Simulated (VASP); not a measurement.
# Ta (Im-3m) in VASP: notebook

The runs below take Ta through single point, with revPBE.

Program: VASP 6.6.1. These are calculated values, not measurements. Logs are shortened: lines on timing, memory, paths and dates and some standing lists are left out, and cuts for length are marked.

**1. The cell of the first run**

It takes space group Im-3m (No. 229, cubic). The conventional cell has a = 3.196 Å, b = 3.196 Å, c = 3.196 Å, α = 90.00°, β = 90.00°, γ = 90.00°. Within 3.6 Å of Ta (site symmetry m-3m) lie 14 Ta at 2.77 to 3.20 Å.

**2. Single point, revPBE (16.32 Å³/atom)**

File INCAR:

```
SYSTEM = Ta
PREC = Accurate
ENCUT = 520
EDIFF = 1E-6
ISMEAR = -1
SIGMA = 0.1
LREAL = .False.
LASPH = .True.
NELM = 100
ALGO = Normal
ISIF = 2
LWAVE = .False.
LCHARG = .True.
GGA = RE
LELF = .True.
LVHAR = .True.
NBANDS = 12
```

File KPOINTS:

```
regular mesh
0
Gamma
  22 22 22
  0 0 0
```

File POSCAR:

```
Ta
1.0
   -1.5980449087      1.5980449087      1.5980449087
    1.5980449087     -1.5980449087      1.5980449087
    1.5980449087      1.5980449087     -1.5980449087
Ta
1
Direct
    0.0000000000      0.0000000000      0.0000000000
```

Potentials or basis: VASP PAW PBE potentials, release 64 (Ta_pv).

Launch:

```sh
cat potpaw_PBE.64/Ta_pv/POTCAR > POTCAR
mpirun -np 1 vasp_std > vasp.out
```

OUTCAR:

```text
SYSTEM = Ta
   PREC = Accurate
   ENCUT = 520
   EDIFF = 1E-6
   ISMEAR = -1
   LREAL = .False.
   LASPH = .True.
   NELM = 100
   ISIF = 2
   GGA = RE

 ion  position               nearest neighbor table
   1  0.000  0.000  0.000-

  LATTYP: Found a body centered cubic cell.
 ALAT       =     3.1960898174

  Lattice vectors:

 A1 = (  -1.5980449087,   1.5980449087,   1.5980449087)
 A2 = (   1.5980449087,  -1.5980449087,   1.5980449087)
 A3 = (   1.5980449087,   1.5980449087,  -1.5980449087)

Analysis of symmetry for initial positions (statically):
=====================================================================
 Subroutine PRICEL returns:
 Original cell was already a primitive cell.

 Routine SETGRP: Setting up the symmetry group for a
 body centered cubic supercell.

 Subroutine GETGRP returns: Found 48 space group operations
 (whereof 48 operations were pure point group operations)
 out of a pool of 48 trial point group operations.

The static configuration has the point symmetry O_h .

Analysis of symmetry for dynamics (positions and initial velocities):
=====================================================================
 Subroutine PRICEL returns:
 Original cell was already a primitive cell.

 Routine SETGRP: Setting up the symmetry group for a
 body centered cubic supercell.

 Subroutine GETGRP returns: Found 48 space group operations
 (whereof 48 operations were pure point group operations)
 out of a pool of 48 trial point group operations.

The dynamic configuration has the point symmetry O_h .

 Subroutine INISYM returns: Found 48 space group operations
 (whereof 48 operations are pure point group operations),
 and found     1 'primitive' translations

----------------------------------------------------------------------------------------

                                     Primitive cell

  volume of cell :      16.3240

  direct lattice vectors                    reciprocal lattice vectors
    -1.598044909  1.598044909  1.598044909     0.000000000  0.312882321  0.312882321
     1.598044909 -1.598044909  1.598044909     0.312882321  0.000000000  0.312882321
     1.598044909  1.598044909 -1.598044909     0.312882321  0.312882321  0.000000000

  length of vectors
     2.767894975  2.767894975  2.767894975     0.442482422  0.442482422  0.442482422

  position of ions in fractional coordinates (direct lattice)
     0.000000000  0.000000000  0.000000000

  ion indices of the primitive-cell ions
   primitive index   ion index
                 1           1

----------------------------------------------------------------------------------------

 KPOINTS: regular mesh

Automatic generation of k-mesh.
 Grid dimensions read from file:
 generate k-points for:   22   22   22

 Generating k-lattice:

  Cartesian coordinates                     Fractional coordinates (reciprocal lattice)
     0.000000000  0.014221924  0.014221924     0.045454545  0.000000000  0.000000000
     0.014221924  0.000000000  0.014221924     0.000000000  0.045454545  0.000000000
     0.014221924  0.014221924  0.000000000     0.000000000  0.000000000  0.045454545

  Length of vectors
     0.020112837  0.020112837  0.020112837

  Shift w.r.t. Gamma in fractional coordinates (k-lattice)
     0.000000000  0.000000000  0.000000000

 Subroutine IBZKPT returns following result:
 ===========================================

 Found    328 irreducible k-points:

 Following reciprocal coordinates:
            Coordinates               Weight
  0.000000  0.000000  0.000000      1.000000
  0.045455  0.000000  0.000000     12.000000
  0.090909  0.000000  0.000000     12.000000
  0.136364  0.000000  0.000000     12.000000
  0.181818  0.000000  0.000000     12.000000
  0.227273  0.000000  0.000000     12.000000
[... 16 lines left out ...]
  0.090909  0.090909  0.000000     24.000000
  0.136364  0.090909 -0.000000     48.000000
 [... further k-points ...]
   k-points           NKPTS =    328   k-points in BZ     NKDIM =    328   number of bands    NBANDS=     12
   number of dos      NEDOS =    301   number of ions     NIONS =      1
   total plane-waves  NPLWV =  13824
   dimension x,y,z NGX =    24 NGY =   24 NGZ =   24
   dimension x,y,z NGXF=    48 NGYF=   48 NGZF=   48
   ions per type =               1
   NGX,Y,Z   is equivalent  to a cutoff of  14.41, 14.41, 14.41 a.u.
   NGXF,Y,Z  is equivalent  to a cutoff of  28.83, 28.83, 28.83 a.u.
 SYSTEM =  Ta
   PREC   = accura    normal or accurate (medium, high low for compatibility)
   ISTART =      0    job   : 0-new  1-cont  2-samecut
   ICHARG =      2    charge: 1-file 2-atom 10-const
   ISPIN  =      1    spin polarized calculation?
   LNONCOLLINEAR =      F non collinear calculations
   LSORBIT =      F    spin-orbit coupling
   LASPH  =      T    aspherical Exc in radial PAW
   ENCUT  =  520.0 eV  38.22 Ry    6.18 a.u.   5.15  5.15  5.15*2*pi/ulx,y,z
   NELM   =    100;   NELMIN=  2; NELMDL= -5     # of ELM steps
   EDIFF  = 0.1E-05   stopping-criterion for ELM
   LREAL  =      F    real-space projection
   EDIFFG = 0.1E-04   stopping-criterion for IOM
   NSW    =      0    number of steps for IOM
   IBRION =     -1    ionic relax: 0-MD 1-quasi-New 2-CG
   NFREE  =      0    steps in history (QN), initial steepest desc. (CG)
   ISIF   =      2    stress and relaxation
   ISYM   =      2    0-nonsym 1-usesym 2-fastsym
   POTIM  = 0.5000    time-step for ionic-motion
   TEBEG  =    0.0;   TEEND  =   0.0 temperature during run
   PSTRESS=    0.0 pullay stress
   NELECT =      11.0000    total number of electrons
   NUPDOWN=      -1.0000    fix difference up-down
   EMIN   =  10.00;   EMAX   =-10.00  energy-range for DOS
   EFERMI =   0.00;   METHOD = LEGACY
   ISMEAR =    -1;   SIGMA  =   0.10  broadening in eV -4-tet -1-fermi 0-gaus
   EFERMI_NEDOS =   21; number of points for ismear=-14 and -15
   IALGO  =     38    algorithm
   IMIX   =      4    mixing-type and parameters
     AMIX     =   0.40;   BMIX     =  1.00
     AMIX_MAG =   1.60;   BMIX_MAG =  1.00
  volume/ion in A,a.u.               =      16.32       110.16
  Fermi-wavevector in a.u.,A,eV,Ry     =   1.435258  2.712245 28.027546  2.059967
  Thomas-Fermi vector in A             =   2.554577
   LORBIT       =      0    0 simple, 1 ext, 2 COOP (PROOUT), +10 PAW based schemes
   GGA     = RE    functional components
   LHFCALC =     F    Hartree Fock is set to
   AEXX    =    0.0000 exact exchange contribution
   IVDW    =     0    specifies the selected vdW correction
   LEPSILON=     F    determine dielectric tensor
   LRPA    =     F    only Hartree local field effects (RPA)
 non-spin polarized calculation
  energy-cutoff  :      520.00
  volume of cell :       16.32
 maximum number of plane-waves:       466
 NGX is ok and might be reduce to    24
   NGX = 11   NGY = 11   NGZ = 11

 number of electron      11.0000000 magnetization

 Free energy of the ion-electron system (eV)
  ---------------------------------------------------
  ext. energy  EPLUGINS =         0.00000000
  ---------------------------------------------------
  free energy    TOTEN  =       -11.24259806 eV

  energy without entropy =      -11.20352403  energy(sigma->0) =      -11.22306105

 E-fermi :   6.3889     XC(G=0): -13.0940

 val. band max:        6.3887191098   @ k =   0.3182   0.1818   0.0909
 cond. band min:       6.3980556007   @ k =   0.3182   0.1364   0.0000
 fundamental gap:      0.0093364909
 Fermi energy:         6.3889096705

 k-point     1 :       0.0000    0.0000    0.0000
  band No.  band energies     occupation
      1     -26.3115      2.00000
      2     -26.3115      2.00000
      3     -26.3115      2.00000
      4      -1.9042      2.00000
      5       7.1134      0.00143
      6       7.1134      0.00143
      7       7.1134      0.00143
      8      10.7482      0.00000
      9      10.7482      0.00000
     10      21.8279      0.00000
     11      21.8279      0.00000
     12      21.8279      0.00000

 k-point     2 :       0.0455    0.0000    0.0000
  band No.  band energies     occupation
      1     -26.3479      2.00000
      2     -26.3224      2.00000
      3     -26.3119      2.00000
      4      -1.7987      2.00000
      5       7.0425      0.00290
      6       7.0944      0.00173
      7       7.2165      0.00051
      8      10.6242      0.00000
      9      10.7468      0.00000
     10      21.4596      0.00000
     11      21.9282      0.00000
     12      22.0101      0.00000

 k-point     3 :       0.0909    0.0000    0.0000
  band No.  band energies     occupation
      1     -26.4530      2.00000
      2     -26.3538      2.00000
      3     -26.3127      2.00000
      4      -1.4908      2.00000
      5       6.8425      0.02121
      6       7.0200      0.00363
      7       7.5238      0.00002
      8      10.3359      0.00000
      9      10.7473      0.00000
     10      21.4595      0.00000
     11      22.2027      0.00000
     12      22.5432      0.00000
[... 286 lines left out ...]
 k-point    23 :       0.0909    0.0909    0.0000
  band No.  band energies     occupation
      1     -26.7047      2.00000
      2     -26.4013      2.00000
      3     -26.3462      2.00000
      4      -0.7274      2.00000
      5       6.4867      0.54666
      6       6.6003      0.21548
      7       8.3941      0.00000
      8       9.8219      0.00000
      9      10.9148      0.00000
     10      21.4593      0.00000
     11      22.7732      0.00000
     12      23.8717      0.00000

 k-point    24 :       0.1364    0.0909   -0.0000
  band No.  band energies     occupation
      1     -26.8898      2.00000
      2     -26.4605      2.00000
      3     -26.3570      2.00000
      4      -0.1292      2.00000
      5       6.1677      1.80261
      6       6.3178      1.34116
      7       9.1141      0.00000
      8       9.6684      0.00000
      9      11.0608      0.00000
     10      21.4588      0.00000
     11      23.1741      0.00000
     12      24.3051      0.00000

 [... further k-points ...]

------------------------ aborting loop because EDIFF is reached ----------------------------------------

  FORCE on cell =-STRESS in cart. coord.  units (eV):
  Direction    XX          YY          ZZ          XY          YZ          ZX
  --------------------------------------------------------------------------------------
  -------------------------------------------------------------------------------------
  Total        3.1196235      3.1196235      3.1196235      0.0000000     -0.0000000      0.0000000
  in kB      306.1863563    306.1863563    306.1863563      0.0000000     -0.0000000      0.0000000
  external PRESSURE =     306.1863563 kB  Pullay stress =       0.0000000 kB

 VOLUME and BASIS-vectors are now :
 -----------------------------------------------------------------------------
  energy-cutoff  :      520.00
  volume of cell :       16.32
      direct lattice vectors                 reciprocal lattice vectors
    -1.598044909  1.598044909  1.598044909     0.000000000  0.312882321  0.312882321
     1.598044909 -1.598044909  1.598044909     0.312882321  0.000000000  0.312882321
     1.598044909  1.598044909 -1.598044909     0.312882321  0.312882321  0.000000000

 POSITION                                       TOTAL-FORCE (eV/Angst)
 -----------------------------------------------------------------------------------
      0.00000      0.00000      0.00000        -0.000000      0.000000     -0.000000
 -----------------------------------------------------------------------------------
    total drift:                               -0.000000      0.000000      0.000000

  FREE ENERGIE OF THE ION-ELECTRON SYSTEM (eV)
  ---------------------------------------------------
  free  energy   TOTEN  =       -11.2425980610 eV

  energy  without entropy=      -11.2035240307  energy(sigma->0) =      -11.22306105
```

It took 57 s on 1 thread of Intel Xeon 8259CL, shared host; peak memory 0.19 GiB.

What came out:

| Property | Result |
| --- | --- |
| Free energy | -11.2426 eV |
| Pressure | 30.6 GPa |
| Band gap on the k mesh | zero (an odd number of electrons rules out a gap without spin polarisation) |

Caveat: the cell stands under pressure; the PAW data sets were made with another functional, which shifts forces and pressure a little; spin-orbit coupling is left out, which moves the levels of the heavy elements.

**3. Single point, revPBE (17.07 Å³/atom)**

This run uses another cell than the first one, of 17.07 Å³/atom.

File INCAR:

```
PREC = Accurate ; ENCUT = 520
EDIFF = 1E-6 ; ISMEAR = -1
SIGMA = 0.1 ; LREAL = F
LASPH = T ; NELM = 60
ALGO = Normal ; ISIF = 2
LWAVE = F ; LCHARG = F
GGA = RE ; NBANDS = 12
```

File KPOINTS:

```
Automatic mesh
0
Gamma
  22 22 22
```

File POSCAR:

```
Ta
1.0
   -1.6218998422      1.6218998422      1.6218998422
    1.6218998422     -1.6218998422      1.6218998422
    1.6218998422      1.6218998422     -1.6218998422
Ta
1
Direct
    0.0000000000      0.0000000000      0.0000000000
```

Potentials or basis: VASP PAW PBE potentials, release 64 (Ta_pv).

Launch:

```sh
cat potpaw_PBE.64/Ta_pv/POTCAR > POTCAR
mpirun -np 1 vasp_std > vasp.out
```

Wall time 54 s (1 thread of Intel Xeon 8259CL, shared host); peak memory 0.19 GiB.

The run converged. Its results:

```
Free energy            : -11.3555 eV
Pressure               : 18.4 GPa
Band gap on the k mesh : zero (an odd number of electrons rules out a gap without spin polarisation)
```

Levels at points of the mesh, in eV from the Fermi level:
```
           k point  band 3  band 4  band 5  band 6  band 7  band 8  band 9  band 10
(0.00, 0.00, 0.00)  -32.88   -8.13    0.73    0.73    0.73    4.20    4.20    14.92
(0.50, 0.00, 0.00)  -32.89   -4.63   -1.71    1.82    4.13    5.22    8.34    12.16
(0.50, 0.50, 0.50)  -33.85   -4.14   -4.14    7.28    7.28    7.28    9.14     9.14
```

Caveat: the cell stands under pressure; the PAW data sets were made with another functional, which shifts forces and pressure a little; spin-orbit coupling is left out, which moves the levels of the heavy elements.
